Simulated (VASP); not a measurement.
# ReP2 (P-4m2) in VASP: a series of runs, part 2 of 2

VASP 6.6.1.

### Step 5. Relaxation of cell and atoms, PBE

This run uses another cell than the first one, of 25.90 Å³/atom, 1.488 times its volume.

INCAR

```
SYSTEM = ReP2
PREC = Accurate
ENCUT = 600
EDIFF = 1E-7
ISMEAR = 0
SIGMA = 0.1
LREAL = .FALSE.
LASPH = .TRUE.
NELM = 60
ALGO = Normal
ISIF = 3
LWAVE = .FALSE.
LCHARG = .FALSE.
GGA = PE
IBRION = 2
NSW = 90
EDIFFG = -0.04
```

KPOINTS

```
regular mesh
0
G
  4 4 4
  0 0 0
```

POSCAR

```
ReP2
1.0
    3.8016080800      0.0000000000      0.0000000000
    0.0000000000      3.8016080800      0.0000000000
    0.0000000000      0.0000000000      5.3762857100
Re P
1 2
Direct
    0.0000000000      0.0000000000      0.0000000000
    0.5000000000      0.0000000000      0.2500000000
    0.0000000000      0.5000000000      0.7500000000
```

Potentials or basis: VASP PAW PBE potentials, release 64 (Re, P).

Launch:

```
> cat potpaw_PBE.64/Re/POTCAR potpaw_PBE.64/P/POTCAR > POTCAR
> mpirun -np 1 vasp_std > vasp.out
```

OUTCAR:

```text
SYSTEM = ReP2
   PREC = Accurate
   ENCUT = 600
   EDIFF = 1E-7
   ISMEAR = 0
   LREAL = .FALSE.
   LASPH = .TRUE.
   NELM = 60
   ISIF = 3
   GGA = PE
   IBRION = 2
   NSW = 90
   EDIFFG = -0.04

 ion  position               nearest neighbor table
   1  0.000  0.000  0.000-   2 2.33   3 2.33   3 2.33   2 2.33
   2  0.500  0.000  0.250-   1 2.33   1 2.33
   3  0.000  0.500  0.750-   1 2.33   1 2.33

  LATTYP: Found a simple tetragonal cell.
 ALAT       =     3.8016080800
 C/A-ratio  =     1.4142135635

  Lattice vectors:

 A1 = (   3.8016080800,   0.0000000000,   0.0000000000)
 A2 = (   0.0000000000,   3.8016080800,   0.0000000000)
 A3 = (   0.0000000000,   0.0000000000,   5.3762857100)

Analysis of symmetry for initial positions (statically):
=====================================================================
 Subroutine PRICEL returns:
 Original cell was already a primitive cell.

 Routine SETGRP: Setting up the symmetry group for a
 simple tetragonal supercell.

 Subroutine GETGRP returns: Found  8 space group operations
 (whereof  8 operations were pure point group operations)
 out of a pool of 16 trial point group operations.

The static configuration has the point symmetry D_2d.

Analysis of symmetry for dynamics (positions and initial velocities):
=====================================================================
 Subroutine PRICEL returns:
 Original cell was already a primitive cell.

 Routine SETGRP: Setting up the symmetry group for a
 simple tetragonal supercell.

 Subroutine GETGRP returns: Found  8 space group operations
 (whereof  8 operations were pure point group operations)
 out of a pool of 16 trial point group operations.

The dynamic configuration has the point symmetry D_2d.

 Subroutine INISYM returns: Found  8 space group operations
 (whereof  8 operations are pure point group operations),
 and found     1 'primitive' translations

----------------------------------------------------------------------------------------

                                     Primitive cell

  volume of cell :      77.6993

  direct lattice vectors                    reciprocal lattice vectors
     3.801608080  0.000000000  0.000000000     0.263046579  0.000000000  0.000000000
     0.000000000  3.801608080  0.000000000     0.000000000  0.263046579  0.000000000
     0.000000000  0.000000000  5.376285710     0.000000000  0.000000000  0.186002020

  length of vectors
     3.801608080  3.801608080  5.376285710     0.263046579  0.263046579  0.186002020

  position of ions in fractional coordinates (direct lattice)
     0.000000000  0.000000000  0.000000000
     0.500000000  0.000000000  0.250000000
     0.000000000  0.500000000  0.750000000

  ion indices of the primitive-cell ions
   primitive index   ion index
                 1           1
                 2           2
                 3           3

----------------------------------------------------------------------------------------

 KPOINTS: regular mesh

Automatic generation of k-mesh.
 Grid dimensions read from file:
 generate k-points for:    4    4    4

 Generating k-lattice:

  Cartesian coordinates                     Fractional coordinates (reciprocal lattice)
     0.065761645  0.000000000  0.000000000     0.250000000  0.000000000  0.000000000
     0.000000000  0.065761645  0.000000000     0.000000000  0.250000000  0.000000000
     0.000000000  0.000000000  0.046500505     0.000000000  0.000000000  0.250000000

  Length of vectors
     0.065761645  0.065761645  0.046500505

  Shift w.r.t. Gamma in fractional coordinates (k-lattice)
     0.000000000  0.000000000  0.000000000

 Subroutine IBZKPT returns following result:
 ===========================================

 Found     18 irreducible k-points:

 Following reciprocal coordinates:
            Coordinates               Weight
  0.000000  0.000000  0.000000      1.000000
  0.250000  0.000000  0.000000      4.000000
  0.500000  0.000000  0.000000      2.000000
  0.250000  0.250000  0.000000      4.000000
  0.500000  0.250000  0.000000      4.000000
  0.500000  0.500000  0.000000      1.000000
[... 10 lines left out ...]
  0.500000  0.250000  0.500000      4.000000
  0.500000  0.500000  0.500000      1.000000
   k-points           NKPTS =     18   k-points in BZ     NKDIM =     18   number of bands    NBANDS=     12
   number of dos      NEDOS =    301   number of ions     NIONS =      3
   total plane-waves  NPLWV =  43200
   dimension x,y,z NGX =    30 NGY =   30 NGZ =   48
   dimension x,y,z NGXF=    60 NGYF=   60 NGZF=   96
   ions per type =               1   2
   NGX,Y,Z   is equivalent  to a cutoff of  13.12, 13.12, 14.84 a.u.
   NGXF,Y,Z  is equivalent  to a cutoff of  26.24, 26.24, 29.69 a.u.
 SYSTEM =  ReP2
   PREC   = accura    normal or accurate (medium, high low for compatibility)
   ISTART =      0    job   : 0-new  1-cont  2-samecut
   ICHARG =      2    charge: 1-file 2-atom 10-const
   ISPIN  =      1    spin polarized calculation?
   LNONCOLLINEAR =      F non collinear calculations
   LSORBIT =      F    spin-orbit coupling
   LASPH  =      T    aspherical Exc in radial PAW
   ENCUT  =  600.0 eV  44.10 Ry    6.64 a.u.   7.59  7.59 10.74*2*pi/ulx,y,z
   NELM   =     60;   NELMIN=  2; NELMDL= -5     # of ELM steps
   EDIFF  = 0.1E-06   stopping-criterion for ELM
   LREAL  =      F    real-space projection
   EDIFFG = -.4E-01   stopping-criterion for IOM
   NSW    =     90    number of steps for IOM
   IBRION =      2    ionic relax: 0-MD 1-quasi-New 2-CG
   NFREE  =      1    steps in history (QN), initial steepest desc. (CG)
   ISIF   =      3    stress and relaxation
   ISYM   =      2    0-nonsym 1-usesym 2-fastsym
   POTIM  = 0.5000    time-step for ionic-motion
   TEBEG  =    0.0;   TEEND  =   0.0 temperature during run
   PSTRESS=    0.0 pullay stress
   NELECT =      17.0000    total number of electrons
   NUPDOWN=      -1.0000    fix difference up-down
   EMIN   =  10.00;   EMAX   =-10.00  energy-range for DOS
   EFERMI =   0.00;   METHOD = LEGACY
   ISMEAR =     0;   SIGMA  =   0.10  broadening in eV -4-tet -1-fermi 0-gaus
   EFERMI_NEDOS =   21; number of points for ismear=-14 and -15
   IALGO  =     38    algorithm
   IMIX   =      4    mixing-type and parameters
     AMIX     =   0.40;   BMIX     =  1.00
     AMIX_MAG =   1.60;   BMIX_MAG =  1.00
  volume/ion in A,a.u.               =      25.90       174.78
  Fermi-wavevector in a.u.,A,eV,Ry     =   0.986474  1.864165 13.240239  0.973130
  Thomas-Fermi vector in A             =   2.117857
   LORBIT       =      0    0 simple, 1 ext, 2 COOP (PROOUT), +10 PAW based schemes
   GGA     = PE    functional components
   LHFCALC =     F    Hartree Fock is set to
   AEXX    =    0.0000 exact exchange contribution
   IVDW    =     0    specifies the selected vdW correction
   LEPSILON=     F    determine dielectric tensor
   LRPA    =     F    only Hartree local field effects (RPA)
 conjugate gradient relaxation of ions
 non-spin polarized calculation
 Gauss-broadening in eV      SIGMA  =   0.10
  energy-cutoff  :      600.00
  volume of cell :       77.70
 maximum number of plane-waves:      2632
   NGX = 15   NGY = 15   NGZ = 21

--------------------------------------- Ionic step        1  -------------------------------------------

 number of electron      16.9999998 magnetization

 Free energy of the ion-electron system (eV)
  ---------------------------------------------------
  ext. energy  EPLUGINS =         0.00000000
  ---------------------------------------------------
  free energy    TOTEN  =       -21.26110053 eV

  energy without entropy =      -21.23775577  energy(sigma->0) =      -21.24942815

------------------------ aborting loop because EDIFF is reached ----------------------------------------

  FORCE on cell =-STRESS in cart. coord.  units (eV):
  Direction    XX          YY          ZZ          XY          YZ          ZX
  --------------------------------------------------------------------------------------
  -------------------------------------------------------------------------------------
  Total       -4.2979508     -4.2979508     -2.8830835      0.0000000     -0.0000000      0.0000000
  in kB      -88.6247443    -88.6247443    -59.4498516      0.0000000     -0.0000000      0.0000000
  external PRESSURE =     -78.8997801 kB  Pullay stress =       0.0000000 kB
[... 637 lines left out ...]
 k-point    18 :       0.5000    0.5000    0.5000
  band No.  band energies     occupation
      1      -4.6697      2.00000
      2      -4.6697      2.00000
      3      -0.4628      2.00000
      4      -0.3581      2.00000
      5       1.6844      2.00000
      6       1.9269      2.00000
      7       2.4732      2.00000
      8       2.4732      2.00000
      9       4.5328      0.00467
     10       4.5328      0.00467
     11       5.6190      0.00000
     12       5.9087      0.00000

[... ionic steps 4 to 49 ...]

--------------------------------------- Ionic step       50  -------------------------------------------

 number of electron      16.9999999 magnetization

------------------------ aborting loop because EDIFF is reached ----------------------------------------
[... 69 lines left out ...]
--------------------------------------- Ionic step       52  -------------------------------------------

 number of electron      17.0000000 magnetization

 Free energy of the ion-electron system (eV)
  ---------------------------------------------------
  ext. energy  EPLUGINS =         0.00000000
  ---------------------------------------------------
  free energy    TOTEN  =       -22.03107760 eV

  energy without entropy =      -22.02780031  energy(sigma->0) =      -22.02943896

 E-fermi :   6.4312     XC(G=0): -11.1256

 val. band max:        6.3964138599   @ k =   0.5000   0.5000   0.5000
 cond. band min:       6.6573537465   @ k =   0.5000   0.2500   0.5000
 fundamental gap:      0.2609398866
 Fermi energy:         6.4312331019
[... 298 lines left out ...]
  FREE ENERGIE OF THE ION-ELECTRON SYSTEM (eV)
  ---------------------------------------------------
  free  energy   TOTEN  =       -22.0310776015 eV

  energy  without entropy=      -22.0278003095  energy(sigma->0) =      -22.02943896

 reached required accuracy - stopping structural energy minimisation
```

CONTCAR:

```text
ReP2
   1.00000000000000
     3.1139278715900134    0.0000000000000000    0.0000000000000000
     0.0000000000000000    3.1139278715900134   -0.0000000000000000
     0.0000000000000000    0.0000000000000000    5.4292948227844731
  Re              P
     1     2
Direct
     0.0000000000000000    0.0000000000000000    0.0000000000000000
     0.5000000000000000    0.0000000000000000    0.3097823361412537
     0.0000000000000000    0.5000000000000000    0.6902176638587466

  0.00000000E+00  0.00000000E+00  0.00000000E+00
  0.00000000E+00  0.00000000E+00  0.00000000E+00
  0.00000000E+00  0.00000000E+00  0.00000000E+00
```

Wall time 11 min (1 thread of Intel Xeon 6975P-C, shared host); peak memory 0.23 GiB.

Results:

```yaml
Free_energy: -22.0311 eV
Relaxed_volume: 17.55 Å³/atom
Relaxed_cell: a = 3.114 Å, b = 3.114 Å, c = 5.429 Å, α = 90.00°, β = 90.00°, γ = 90.00°
Space_group_after_relaxing_to_0.05_Å: P-4m2 (No. 115)
Energy_gained_by_relaxing: 256.7 meV/atom
Ionic_steps: 52
Pressure_after_relaxing: -0.1 GPa
Largest_force_after_relaxing: 0.023 eV/Å
```

Forces in eV/Å, atoms in the order of the input:
```
Re   0.000  0.000  0.000
P    0.000  0.000  0.023
P    0.000  0.000 -0.023
```

The path:
| step | energy change (eV) | largest force (eV/Å) | pressure (GPa) | volume (Å³) |
| --- | --- | --- | --- | --- |
| 1 | 0.0000 | 1.0968 | -7.89 | 77.70 |
| 3 | -0.1909 | 0.1102 | -0.29 | 71.84 |
| 5 | -0.1910 | 0.1763 | 0.14 | 71.59 |
| 7 | -0.2652 | 0.3742 | -0.12 | 70.66 |
| 9 | -0.5795 | 1.0614 | -6.47 | 64.68 |
| 11 | -0.6033 | 0.7104 | -5.68 | 65.64 |
| 13 | -0.6014 | 0.5498 | -5.21 | 66.09 |
| 15 | -0.6143 | 0.7181 | -5.36 | 65.05 |
| 17 | -0.6425 | 0.4568 | -3.76 | 64.12 |
| 19 | -0.6660 | 0.1195 | -0.12 | 62.27 |
| 21 | -0.6661 | 0.1028 | -0.25 | 62.31 |
| 23 | -0.6678 | 0.1178 | -0.25 | 62.16 |
| 25 | -0.6746 | 0.1773 | -0.28 | 61.54 |
| 27 | -0.6958 | 0.3548 | 0.09 | 59.04 |
| 29 | -0.6942 | 0.5323 | 0.98 | 58.13 |
| 31 | -0.6927 | 0.6329 | 1.31 | 57.32 |
| 33 | -0.6947 | 0.6107 | 1.12 | 57.16 |
| 35 | -0.6994 | 0.5290 | 0.41 | 56.54 |
| 37 | -0.6994 | 0.5014 | 0.20 | 56.27 |
| 39 | -0.7111 | 0.3559 | -0.62 | 56.25 |
| 41 | -0.7286 | 0.2643 | -4.10 | 56.16 |
| 43 | -0.7502 | 0.2097 | -3.20 | 54.95 |
| 45 | -0.7628 | 0.2032 | -1.79 | 53.45 |
| 47 | -0.7676 | 0.0651 | -0.17 | 53.15 |
| 49 | -0.7678 | 0.0708 | -0.12 | 53.12 |
| 51 | -0.7690 | 0.0502 | -0.14 | 52.92 |
| 52 | -0.7700 | 0.0226 | -0.10 | 52.65 |

Final structure:
```cif
data_structure
_symmetry_space_group_name_H-M 'P 1'
_symmetry_Int_Tables_number 1
_cell_length_a 3.1139
_cell_length_b 3.1139
_cell_length_c 5.4293
_cell_angle_alpha 90.000
_cell_angle_beta 90.000
_cell_angle_gamma 90.000
_cell_volume 52.65
loop_
_atom_site_label
_atom_site_type_symbol
_atom_site_fract_x
_atom_site_fract_y
_atom_site_fract_z
_atom_site_occupancy
Re1 Re 0.00000 0.00000 0.00000 1
P1 P 0.50000 0.00000 0.30978 1
P2 P 0.00000 0.50000 0.69022 1
```

Levels at points of the mesh, in eV from the Fermi level:
| k point | band 4 | band 5 | band 6 | band 7 | band 8 | band 9 | band 10 | band 11 | band 12 |
| --- | --- | --- | --- | --- | --- | --- | --- | --- | --- |
| (0.00, 0.00, 0.00) | -3.42 | -2.34 | -2.34 | -1.74 | 0.62 | 0.62 | 1.26 | 2.31 | 6.36 |
| (0.50, 0.00, 0.00) | -5.04 | -3.40 | -1.84 | -1.65 | -0.94 | -0.48 | 2.24 | 2.78 | 3.62 |
| (0.50, 0.50, 0.00) | -5.50 | -3.04 | -3.04 | -1.38 | -1.17 | -1.03 | 1.57 | 1.57 | 2.48 |
| (0.00, 0.00, 0.50) | -4.01 | -2.63 | -2.63 | -0.16 | 0.81 | 1.26 | 2.10 | 2.10 | 3.98 |
| (0.50, 0.00, 0.50) | -5.11 | -3.44 | -2.81 | -1.94 | -0.89 | 1.89 | 2.85 | 3.32 | 3.34 |
| (0.50, 0.50, 0.50) | -4.74 | -3.96 | -3.84 | -2.05 | -2.05 | -0.03 | -0.03 | 2.10 | 2.18 |

Caveat: the k points lie up to 0.50 Å⁻¹ apart in the final cell; the volume moved by over 15 % at a fixed basis, so the end points are rough; spin-orbit coupling is left out, which moves the levels of the heavy elements.

### Step 6. Relaxation of cell and atoms, PBE

INCAR

```
SYSTEM = ReP2
ALGO     = Normal         ! electronic algorithm
EDIFF    = 1E-6           ! SCF threshold, eV
EDIFFG   = -0.04          ! ionic threshold
ENCUT    = 600            ! plane-wave cutoff, eV
GGA      = PE             ! functional
IBRION   = 2              ! ionic algorithm
ISIF     = 3              ! what is computed and relaxed
ISMEAR   = 0              ! smearing method
LASPH    = .TRUE.         ! aspherical terms in the spheres
LCHARG   = .FALSE.        ! write CHGCAR
LREAL    = .FALSE.        ! projectors in reciprocal space
LWAVE    = .FALSE.        ! write WAVECAR
NELM     = 60             ! most SCF steps
NSW      = 90             ! ionic steps
PREC     = Accurate       ! precision mode
SIGMA    = 0.1            ! smearing width, eV
```

KPOINTS

```
k-points
0
G
  6 6 4
  0 0 0
```

POSCAR

```
ReP2
1.0
    3.1077010848      0.0000000000      0.0000000000
    0.0000000000      3.1077010848      0.0000000000
    0.0000000000      0.0000000000      5.4068553247
Re P
1 2
Direct
    0.0000000000      0.0000000000      0.0000000000
    0.5000000000      0.0000000000      0.3110862459
    0.0000000000      0.5000000000      0.6889137541
```

Potentials or basis: VASP PAW PBE potentials, release 64 (Re, P).

Launch:

```
> cat potpaw_PBE.64/Re/POTCAR potpaw_PBE.64/P/POTCAR > POTCAR
> mpirun -np 1 vasp_std > vasp.out
```

Wall time 40 s (1 thread of Intel Xeon 6975P-C, shared host); peak memory 0.21 GiB.

The run converged. Its results:

```
Free energy                            : -21.9109 eV
Relaxed volume                         : 17.52 Å³/atom
Relaxed cell                           : a = 3.111 Å, b = 3.111 Å, c = 5.429 Å, α = 90.00°, β = 90.00°, γ = 90.00°
Space group after relaxing (to 0.05 Å) : P-4m2 (No. 115)
Energy gained by relaxing              : 0.7 meV/atom
Ionic steps                            : 3
Pressure after relaxing                : -0.1 GPa
Largest force after relaxing           : 0.031 eV/Å
```

Forces in eV/Å, atoms in the order of the input:
```
Re   0.000  0.000  0.000
P    0.000  0.000 -0.031
P    0.000  0.000  0.031
```

Stress tensor (GPa, compression positive):
```
-0.30  0.00  0.00
 0.00 -0.30  0.00
 0.00  0.00  0.28
```

The path:
| step | energy change (eV) | largest force (eV/Å) | pressure (GPa) | volume (Å³) |
| --- | --- | --- | --- | --- |
| 1 | 0.0000 | 0.1380 | 1.23 | 52.22 |
| 2 | 0.0060 | 0.3500 | -2.60 | 53.23 |
| 3 | -0.0020 | 0.0307 | -0.10 | 52.55 |

Final structure:
```yaml
crystal:
  lattice:
    - [3.11142, 0.00000, 0.00000]
    - [0.00000, 3.11142, 0.00000]
    - [0.00000, 0.00000, 5.42859]
  atoms:
    - { symbol: Re, position: [0.00000, 0.00000, 0.00000] }
    - { symbol: P, position: [0.50000, 0.00000, 0.31151] }
    - { symbol: P, position: [0.00000, 0.50000, 0.68849] }
```

Levels at points of the mesh, in eV from the Fermi level:
| k point | band 6 | band 7 | band 8 | band 9 | band 10 | band 11 |
| --- | --- | --- | --- | --- | --- | --- |
| (0.00, 0.00, 0.00) | -2.29 | -1.74 | 0.65 | 0.65 | 1.21 | 2.35 |
| (0.50, 0.00, 0.00) | -1.80 | -1.60 | -0.96 | -0.49 | 2.24 | 2.77 |
| (0.50, 0.50, 0.00) | -3.03 | -1.32 | -1.10 | -1.07 | 1.62 | 1.62 |
| (0.00, 0.00, 0.50) | -2.59 | -0.18 | 0.86 | 1.21 | 2.17 | 2.17 |
| (0.50, 0.00, 0.50) | -2.79 | -1.90 | -0.90 | 1.91 | 2.83 | 3.35 |
| (0.50, 0.50, 0.50) | -3.82 | -2.03 | -2.03 | -0.02 | -0.02 | 2.09 |

Caveat: spin-orbit coupling is left out, which moves the levels of the heavy elements.

### Step 7. Summary

| task | cell | k mesh | cutoff (eV) | gap on the mesh (eV) | pressure (GPa) | relaxed volume (Å³/atom) | largest force (eV/Å) |
| --- | --- | --- | --- | --- | --- | --- | --- |
| single point | a = 3.108, b = 3.108, c = 5.407 Å, 3 atoms | 4 × 4 × 4 | 520 | none | 0.4 | - | 0.06 |
| single point | a = 3.802, b = 3.802, c = 5.376 Å, 3 atoms | 4 × 4 × 4 | 520 | none | -7.9 | - | 1.10 |
| single point | a = 3.103, b = 3.103, c = 5.453 Å, 3 atoms | 6 × 6 × 4 | 520 | none | 0.7 | - | 0.07 |
| relaxation of cell and atoms | relaxed from a = 3.802, b = 3.802, c = 5.376 Å, 3 atoms | 4 × 4 × 4 | 600 | none | -0.1 | 17.55 | 0.02 |
| relaxation of cell and atoms | relaxed from a = 3.108, b = 3.108, c = 5.407 Å, 3 atoms | 6 × 6 × 4 | 600 | none | -0.1 | 17.52 | 0.03 |

Alike in all rows: level PBE; potentials or basis VASP PAW PBE potentials, release 64 (Re, P); no spin polarisation; smearing gaussian 0.1 eV.

Caveats: some runs use coarse meshes; spin-orbit coupling is left out, which moves the levels of the heavy elements; forces of over 1 eV/Å act on the atoms, so gaps and moduli don't describe the material at rest (some runs); the volume moved by over 15 % at a fixed basis, so the end points are rough (some runs).

Absolute energies hang on the potentials; compare differences alone.
